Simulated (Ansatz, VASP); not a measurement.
## One calculation of BaZrS3, two programs

File POSCAR:

```
BaZrS3
1.0
    7.1303091886      0.0000000000      0.0000000000
    0.0000000000     10.0297760402      0.0000000000
    0.0000000000      0.0000000000      7.0357836162
Ba Zr S
4 4 12
Direct
    0.0468708186      0.2500000000      0.0099048991
    0.4531291814      0.7500000000      0.5099048991
    0.5468708186      0.2500000000      0.4900951009
    0.9531291814      0.7500000000      0.9900951009
    0.0000000000      0.0000000000      0.5000000000
    0.5000000000      0.0000000000      0.0000000000
    0.5000000000      0.5000000000      0.0000000000
    0.0000000000      0.5000000000      0.5000000000
    0.9941874504      0.2500000000      0.5629070195
    0.5058125496      0.7500000000      0.0629070195
    0.4941874504      0.2500000000      0.9370929805
    0.0058125496      0.7500000000      0.4370929805
    0.2113102561      0.9671303266      0.7886375955
    0.2886897439      0.0328696734      0.2886375955
    0.7113102561      0.5328696734      0.7113624045
    0.7886897439      0.4671303266      0.2113624045
    0.7886897439      0.0328696734      0.2113624045
    0.7113102561      0.9671303266      0.7113624045
    0.2886897439      0.4671303266      0.2886375955
    0.2113102561      0.5328696734      0.7886375955
```

Contents of INCAR.step1:

```
PREC     = Accurate       # precision mode
ENCUT    = 550            # plane-wave cutoff, eV
ISMEAR   = 0              # smearing method
SIGMA    = 0.01           # smearing width, eV
LREAL    = False          # projectors in reciprocal space
LASPH    = True           # aspherical terms in the spheres
NELM     = 120            # most SCF steps
NBANDS   = 96             # bands
GGA      = PE             # functional
ALGO     = Normal         # electronic algorithm
EDIFF    = 1E-5           # SCF threshold, eV
LWAVE    = True           # write WAVECAR
LCHARG   = False          # write CHGCAR
GGA_COMPAT= False        
KPAR     = 4
```

INCAR.step2

```
PREC     = Accurate       # precision mode
ENCUT    = 550            # plane-wave cutoff, eV
EDIFF    = 1E-6           # SCF threshold, eV
ISMEAR   = 0              # smearing method
SIGMA    = 0.01           # smearing width, eV
LREAL    = False          # projectors in reciprocal space
LASPH    = True           # aspherical terms in the spheres
NELM     = 120            # most SCF steps
ALGO     = Normal         # electronic algorithm
ISIF     = 2              # what is computed and relaxed
LWAVE    = False          # write WAVECAR
LCHARG   = False          # write CHGCAR
METAGGA  = R2SCAN         # meta-GGA
LMIXTAU  = True         
NBANDS   = 96             # bands
ISTART   = 1            
GGA_COMPAT= False        
KPAR     = 4
```

The input KPOINTS:

```
regular mesh
0
Gamma
  4 4 4
```

Input for Ansatz:

```yaml
crystal:
  lattice:
    - [7.1303091886, 0.0, 0.0]
    - [0.0, 10.0297760402, 0.0]
    - [0.0, 0.0, 7.0357836162]
  atoms:
    - { symbol: Ba, position: [0.0468708186, 0.25, 0.0099048991] }
    - { symbol: Ba, position: [0.4531291814, 0.75, 0.5099048991] }
    - { symbol: Ba, position: [0.5468708186, 0.25, 0.4900951009] }
    - { symbol: Ba, position: [0.9531291814, 0.75, 0.9900951009] }
    - { symbol: Zr, position: [0.0, 0.0, 0.5] }
    - { symbol: Zr, position: [0.5, 0.0, 0.0] }
    - { symbol: Zr, position: [0.5, 0.5, 0.0] }
    - { symbol: Zr, position: [0.0, 0.5, 0.5] }
    - { symbol: S, position: [0.9941874504, 0.25, 0.5629070195] }
    - { symbol: S, position: [0.5058125496, 0.75, 0.0629070195] }
    - { symbol: S, position: [0.4941874504, 0.25, 0.9370929805] }
    - { symbol: S, position: [0.0058125496, 0.75, 0.4370929805] }
    - { symbol: S, position: [0.2113102561, 0.9671303266, 0.7886375955] }
    - { symbol: S, position: [0.2886897439, 0.0328696734, 0.2886375955] }
    - { symbol: S, position: [0.7113102561, 0.5328696734, 0.7113624045] }
    - { symbol: S, position: [0.7886897439, 0.4671303266, 0.2113624045] }
    - { symbol: S, position: [0.7886897439, 0.0328696734, 0.2113624045] }
    - { symbol: S, position: [0.7113102561, 0.9671303266, 0.7113624045] }
    - { symbol: S, position: [0.2886897439, 0.4671303266, 0.2886375955] }
    - { symbol: S, position: [0.2113102561, 0.5328696734, 0.7886375955] }
kpoints:
  mp_grid: { grid: [4, 4, 4] }
  band_path:
    path:
      - [0.0, 0.0, 0.0]
      - [0.5, 0.0, 0.0]
      - [0.5, 0.5, 0.0]
      - [0.0, 0.5, 0.0]
      - [0.0, 0.0, 0.5]
      - [0.5, 0.0, 0.5]
      - [0.5, 0.5, 0.5]
      - [0.0, 0.5, 0.5]
    npoints: 1
hamiltonian:
  xc: r2scan
scf:
  occupations: { method: fixed }
  n_extra_bands: 9
output:
  forces: true
  stress: true
  eigenvalues: true
```

Alike in both runs: task single point; functional r2SCAN; k mesh 4 × 4 × 4; no spin polarisation.

```csv
,VASP,Ansatz
version,VASP 6.6.1,Ansatz 0.2.0
potentials or method,"VASP PAW PBE potentials, release 64 (Ba_sv, Zr_sv, S)","plane waves, PAW"
plane-wave cutoff (eV),550,500
occupations,"gaussian, width 0.01 eV",fixed
valence electrons in the cell,160,160
```

```csv
,VASP,Ansatz,Ansatz less VASP
gap on the k mesh at the Fermi level (eV),1.36,1.36,-0.001
pressure (GPa),0.3,0.0,-0.32
rms of the force components (eV/Å),0.016,0.002,-0.0141
```

VASP's potentials were made for PBE, not for r2SCAN. Atom by atom the forces differ by 0.015 eV/Å (rms over components).

Spin-orbit coupling is off throughout.
